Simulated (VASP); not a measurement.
# BPd (P4/mmm) in VASP: a series of runs

Runs on BPd. Level: PBE. Tasks: single point, relaxation of cell and atoms.

Everything below comes from runs of VASP 6.6.1. Logs are shortened: lines on timing, memory, paths and dates and some standing lists are left out, and cuts for length are marked.

### Step 1. The cell of the first run

Symmetry: P4/mmm, No. 123, tetragonal system. The conventional cell has a = 2.474 Å, b = 2.474 Å, c = 3.498 Å, α = 90.00°, β = 90.00°, γ = 90.00°. Within 3.3 Å of B (site symmetry 4/mmm) lie 8 Pd at 2.47 Å and 4 B at 2.47 Å. Pd (site symmetry 4/mmm) has 8 B at 2.47 Å and 4 Pd at 2.47 Å within 3.3 Å.

### Step 2. Single point, PBE

The input, INCAR:

```
SYSTEM = BPd
  ALGO = Normal
  EDIFF = 1E-6
  ENCUT = 520
  GGA = PE
  ISIF = 2
  ISMEAR = 0
  LASPH = .True.
  LCHARG = .False.
  LREAL = .False.
  LWAVE = .False.
  NBANDS = 14
  NELM = 100
  PREC = Accurate
  SIGMA = 0.1
```

The input, KPOINTS:

```
k-points
0
Gamma
  8 8 6
  0 0 0
```

The input, POSCAR:

```
BPd
1.0
    2.4737195600      0.0000000000      0.0000000000
    0.0000000000      2.4737195600      0.0000000000
    0.0000000000      0.0000000000      3.4983677400
B Pd
1 1
Direct
    0.5000000000      0.5000000000      0.5000000000
    0.0000000000      0.0000000000      0.0000000000
```

Potentials or basis: VASP PAW PBE potentials, release 64 (B, Pd).

Launch:

```bash
$ cat potpaw_PBE.64/B/POTCAR potpaw_PBE.64/Pd/POTCAR > POTCAR
$ mpirun -np 1 vasp_std > vasp.out
```

OUTCAR:

```text
SYSTEM = BPd
   EDIFF = 1E-6
   ENCUT = 520
   GGA = PE
   ISIF = 2
   ISMEAR = 0
   LASPH = .True.
   LREAL = .False.
   NELM = 100
   PREC = Accurate

 ion  position               nearest neighbor table
   1  0.500  0.500  0.500-   2 2.47   2 2.47   2 2.47   2 2.47   2 2.47   2 2.47   2 2.47   2 2.47

   2  0.000  0.000  0.000-   1 2.47   1 2.47   1 2.47   1 2.47   1 2.47   1 2.47   1 2.47   1 2.47

  LATTYP: Found a simple tetragonal cell.
 ALAT       =     2.4737195600
 C/A-ratio  =     1.4142135578

  Lattice vectors:

 A1 = (   2.4737195600,   0.0000000000,   0.0000000000)
 A2 = (   0.0000000000,   2.4737195600,   0.0000000000)
 A3 = (   0.0000000000,   0.0000000000,   3.4983677400)

Analysis of symmetry for initial positions (statically):
=====================================================================
 Subroutine PRICEL returns:
 Original cell was already a primitive cell.

 Routine SETGRP: Setting up the symmetry group for a
 simple tetragonal supercell.

 Subroutine GETGRP returns: Found 16 space group operations
 (whereof 16 operations were pure point group operations)
 out of a pool of 16 trial point group operations.

The static configuration has the point symmetry D_4h.

Analysis of symmetry for dynamics (positions and initial velocities):
=====================================================================
 Subroutine PRICEL returns:
 Original cell was already a primitive cell.

 Routine SETGRP: Setting up the symmetry group for a
 simple tetragonal supercell.

 Subroutine GETGRP returns: Found 16 space group operations
 (whereof 16 operations were pure point group operations)
 out of a pool of 16 trial point group operations.

The dynamic configuration has the point symmetry D_4h.

 Subroutine INISYM returns: Found 16 space group operations
 (whereof 16 operations are pure point group operations),
 and found     1 'primitive' translations

----------------------------------------------------------------------------------------

                                     Primitive cell

  volume of cell :      21.4075

  direct lattice vectors                    reciprocal lattice vectors
     2.473719560  0.000000000  0.000000000     0.404249542  0.000000000  0.000000000
     0.000000000  2.473719560  0.000000000     0.000000000  0.404249542  0.000000000
     0.000000000  0.000000000  3.498367740     0.000000000  0.000000000  0.285847594

  length of vectors
     2.473719560  2.473719560  3.498367740     0.404249542  0.404249542  0.285847594

  position of ions in fractional coordinates (direct lattice)
     0.500000000  0.500000000  0.500000000
     0.000000000  0.000000000  0.000000000

  ion indices of the primitive-cell ions
   primitive index   ion index
[... 82 lines left out ...]
   POTIM  = 0.5000    time-step for ionic-motion
   TEBEG  =    0.0;   TEEND  =   0.0 temperature during run
   PSTRESS=    0.0 pullay stress
   NELECT =      13.0000    total number of electrons
   NUPDOWN=      -1.0000    fix difference up-down
   EMIN   =  10.00;   EMAX   =-10.00  energy-range for DOS
   EFERMI =   0.00;   METHOD = LEGACY
   ISMEAR =     0;   SIGMA  =   0.10  broadening in eV -4-tet -1-fermi 0-gaus
   EFERMI_NEDOS =   21; number of points for ismear=-14 and -15
   IALGO  =     38    algorithm
   IMIX   =      4    mixing-type and parameters
     AMIX     =   0.40;   BMIX     =  1.00
     AMIX_MAG =   1.60;   BMIX_MAG =  1.00
  volume/ion in A,a.u.               =      10.70        72.23
  Fermi-wavevector in a.u.,A,eV,Ry     =   1.386332  2.619787 26.149249  1.921916
  Thomas-Fermi vector in A             =   2.510658
   LORBIT       =      0    0 simple, 1 ext, 2 COOP (PROOUT), +10 PAW based schemes
   GGA     = PE    functional components
   LHFCALC =     F    Hartree Fock is set to
   AEXX    =    0.0000 exact exchange contribution
   IVDW    =     0    specifies the selected vdW correction
   LEPSILON=     F    determine dielectric tensor
   LRPA    =     F    only Hartree local field effects (RPA)
 non-spin polarized calculation
 Gauss-broadening in eV      SIGMA  =   0.10
  energy-cutoff  :      520.00
  volume of cell :       21.41
 maximum number of plane-waves:       606
   NGX =  9   NGY =  9   NGZ = 13

 number of electron      13.0000006 magnetization

 Free energy of the ion-electron system (eV)
  ---------------------------------------------------
  ext. energy  EPLUGINS =         0.00000000
  ---------------------------------------------------
  free energy    TOTEN  =       -10.22358882 eV

  energy without entropy =      -10.21913611  energy(sigma->0) =      -10.22136246

 E-fermi :  10.7009     XC(G=0): -13.0436

 val. band max:       10.6720506391   @ k =   0.5000   0.2500   0.5000
 cond. band min:      10.7287399075   @ k =   0.5000   0.5000   0.1667
 fundamental gap:      0.0566892683
 Fermi energy:        10.7008795379

 k-point     1 :       0.0000    0.0000    0.0000
  band No.  band energies     occupation
      1      -1.8470      2.00000
      2       3.7149      2.00000
      3       4.0889      2.00000
      4       8.1871      2.00000
      5       8.1871      2.00000
      6       8.2595      2.00000
      7       9.3243      2.00000
      8      15.5740      0.00000
      9      15.5740      0.00000
     10      16.9915      0.00000
     11      26.3163      0.00000
     12      27.5600      0.00000
     13      30.1762      0.00000
     14      31.4006      0.00000
[... 377 lines left out ...]
      1       2.5969      2.00000
      2       3.6324      2.00000
      3       4.7744      2.00000
      4       5.3633      2.00000
      5       7.3577      2.00000
      6       7.9273      2.00000
      7      10.9727      0.00012
      8      13.9872      0.00000
      9      16.7738      0.00000
     10      18.4844      0.00000
     11      19.6238      0.00000
     12      24.1245      0.00000
     13      28.4953      0.00000
     14      28.4978      0.00000

 [... further k-points ...]
[... 5 lines left out ...]
  --------------------------------------------------------------------------------------
  -------------------------------------------------------------------------------------
  Total        3.2864704      3.2864704     -2.5861413      0.0000000     -0.0000000     -0.0000000
  in kB      245.9653438    245.9653438   -193.5514597      0.0000000     -0.0000000     -0.0000000
  external PRESSURE =      99.4597426 kB  Pullay stress =       0.0000000 kB

 VOLUME and BASIS-vectors are now :
 -----------------------------------------------------------------------------
  energy-cutoff  :      520.00
  volume of cell :       21.41
      direct lattice vectors                 reciprocal lattice vectors
     2.473719560  0.000000000  0.000000000     0.404249542  0.000000000  0.000000000
     0.000000000  2.473719560  0.000000000     0.000000000  0.404249542  0.000000000
     0.000000000  0.000000000  3.498367740     0.000000000  0.000000000  0.285847594

 POSITION                                       TOTAL-FORCE (eV/Angst)
 -----------------------------------------------------------------------------------
      1.23686      1.23686      1.74918         0.000000      0.000000      0.000000
      0.00000      0.00000      0.00000         0.000000      0.000000      0.000000
 -----------------------------------------------------------------------------------
    total drift:                               -0.000000     -0.000000     -0.000000

  FREE ENERGIE OF THE ION-ELECTRON SYSTEM (eV)
  ---------------------------------------------------
  free  energy   TOTEN  =       -10.2235888155 eV

  energy  without entropy=      -10.2191361095  energy(sigma->0) =      -10.22136246
```

stdout:

```text
POSCAR found type information on POSCAR B Pd
 POSCAR found :  2 types and       2 ions
 scaLAPACK will be used
 LDA part: xc-table for (Slater+PW92), standard interpolation
 POSCAR, INCAR and KPOINTS ok, starting setup
 FFT: planning ... GRIDC
 FFT: planning ... GRID_SOFT
 FFT: planning ... GRID
 WAVECAR not read
 entering main loop
```

It took 6.4 s on 1 thread of AMD EPYC 9R45 (Zen 5), shared host; peak memory 0.11 GiB.

Results:

- Free energy: -10.2236 eV
- Pressure: 9.9 GPa

### Step 3. Relaxation of cell and atoms, PBE

The input, INCAR:

```
SYSTEM = BPd
  ALGO = Normal
  EDIFF = 1E-6
  EDIFFG = -0.04
  ENCUT = 600
  GGA = PE
  IBRION = 2
  ISIF = 3
  ISMEAR = 0
  LASPH = .TRUE.
  LCHARG = .FALSE.
  LREAL = .FALSE.
  LWAVE = .FALSE.
  NELM = 100
  NSW = 90
  PREC = Accurate
  SIGMA = 0.1
```

The input, KPOINTS:

```
k-points
0
G
  8 8 6
  0 0 0
```

POSCAR is that of step 2.

Potentials or basis: VASP PAW PBE potentials, release 64 (B, Pd).

Launch:

```bash
$ cat potpaw_PBE.64/B/POTCAR potpaw_PBE.64/Pd/POTCAR > POTCAR
$ mpirun -np 1 vasp_std > vasp.out
```

It took 36 s on 1 thread of AMD EPYC 9R45 (Zen 5), shared host; peak memory 0.12 GiB.

The run converged. Its results:

| Property | Result |
| --- | --- |
| Free energy | -10.8550 eV |
| Relaxed volume | 10.70 Å³/atom |
| Relaxed cell | a = 2.769 Å, b = 2.769 Å, c = 2.791 Å, α = 90.00°, β = 90.00°, γ = 90.00° |
| Space group after relaxing (to 0.05 Å) | Pm-3m (No. 221) |
| Energy gained by relaxing | 315.4 meV/atom |
| Ionic steps | 10 |
| Pressure after relaxing | -0.1 GPa |

Stress tensor (GPa, compression positive):
```
-0.12  0.00  0.00
 0.00 -0.12  0.00
 0.00  0.00  0.07
```

Step by step:
```tsv
step	energy change (eV)	largest force (eV/Å)	pressure (GPa)	volume (Å³)
1	0.0000	0.0000	9.92	21.41
2	-0.3472	0.0000	-13.60	23.37
3	-0.3503	0.0000	-14.65	23.50
4	-0.6148	0.0000	3.30	21.10
5	-0.6166	0.0000	5.90	20.87
6	-0.6169	0.0000	5.20	20.92
7	-0.6251	0.0000	0.73	21.33
8	-0.6290	0.0000	2.30	21.17
9	-0.6299	0.0000	-1.69	21.55
10	-0.6308	0.0000	-0.06	21.39
```

Final structure:
```
CELL_PARAMETERS angstrom
2.76876 0.00000 0.00000
0.00000 2.76876 0.00000
0.00000 0.00000 2.79070
ATOMIC_POSITIONS crystal
B 0.50000 0.50000 0.50000
Pd 0.00000 0.00000 0.00000
```

Levels at points of the mesh, in eV from the Fermi level:
| k point | band 3 | band 4 | band 5 | band 6 | band 7 | band 8 | band 9 | band 10 |
| --- | --- | --- | --- | --- | --- | --- | --- | --- |
| (0.00, 0.00, 0.00) | -5.84 | -2.45 | -2.45 | -2.42 | 2.07 | 2.25 | 2.25 | 11.08 |
| (0.50, 0.00, 0.00) | -5.31 | -4.47 | -4.38 | -2.29 | -0.43 | 6.05 | 6.11 | 11.06 |
| (0.50, 0.50, 0.00) | -3.67 | -3.67 | -3.57 | -3.57 | -1.27 | 1.89 | 4.24 | 5.75 |
| (0.00, 0.00, 0.50) | -5.36 | -4.37 | -4.37 | -2.27 | -0.55 | 6.10 | 6.10 | 11.11 |
| (0.50, 0.00, 0.50) | -3.73 | -3.68 | -3.53 | -3.49 | -1.31 | 1.89 | 4.36 | 5.64 |
| (0.50, 0.50, 0.50) | -7.36 | -2.34 | -1.24 | -1.19 | 4.47 | 4.47 | 4.54 | 5.63 |
